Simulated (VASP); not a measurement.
Input of a VASP 6.6.1 run:

INCAR

```
SYSTEM = Mg8HO8
PREC = Accurate
ENCUT = 520
EDIFF = 1E-6
ISMEAR = 0
SIGMA = 0.05
LREAL = .False.
LASPH = .True.
NELM = 200
ALGO = Normal
ISIF = 2
LWAVE = .False.
LCHARG = .False.
ISPIN = 2
MAGMOM = 0 0 0 0 0 0 0 0 0 0 0.09 0 0.09 0 0.09 0.09 0.32
LORBIT = 11
GGA = PE
NBANDS = 50
GGA_COMPAT = .False.
```

File KPOINTS:

```
Automatic mesh
0
Gamma
  1 1 1
  0 0 0
```

The input POSCAR:

```
Mg8HO8
1.0
    0.0000000000      4.2052000000      4.2052000000
    4.2052000000      0.0000000000      4.2052000000
    4.2052000000      4.2052000000      0.0000000000
Mg O H
8 8 1
Direct
   -0.0076808475     -0.0079569343      0.0102888091
   -0.0076785884     -0.0079546752      0.5056986588
    0.0032776087      0.4966760202      0.0002018929
    0.0295812328      0.4703731095      0.5001904785
    0.4969500856      0.0030025920      0.0002015362
    0.4706497907      0.0293028869      0.5001898840
    0.5079075906      0.5076322173     -0.0098884714
    0.5079099686      0.5076345953      0.4946977552
    0.2501141444      0.2498392466      0.2450033292
    0.2501154523      0.2498384143      0.7553851184
    0.2427098592      0.7434817607      0.2570804005
    0.2575193808      0.7561941168      0.7433195805
    0.7437582041      0.2424350804      0.2570798060
    0.7564717493      0.2572436507      0.7433182726
    0.7501120042      0.7498413869      0.2228559878
    0.7501141444      0.7498387710      0.7775561210
    0.7501155712      0.7498382954      0.5002594407
```

Potentials or basis: VASP PAW PBE potentials, release 64 (Mg, O, H).

The run is started by

```sh
$ cat potpaw_PBE.64/Mg/POTCAR potpaw_PBE.64/O/POTCAR potpaw_PBE.64/H/POTCAR > POTCAR
$ mpirun -np 1 vasp_gam > vasp.out
```

Q: What does it give for the pressure?

A: 18.5 GPa.

Q: What does it give for the net moment?

A: 1.00 μB per cell.

Q: Estimate the largest force.

A: 0.046 eV/Å.

Q: Estimate the site moments.

A: Mg +0.00, +0.02, +0.03 (each value once); O +0.00, +0.15, +0.16 (each value once); H +0.24 μB.

Stress tensor (GPa, compression positive):
```
21.44 -0.14  0.00
-0.14 21.44  0.00
 0.00  0.00 12.62
```

Caveat: the k points lie up to 1.29 Å⁻¹ apart.
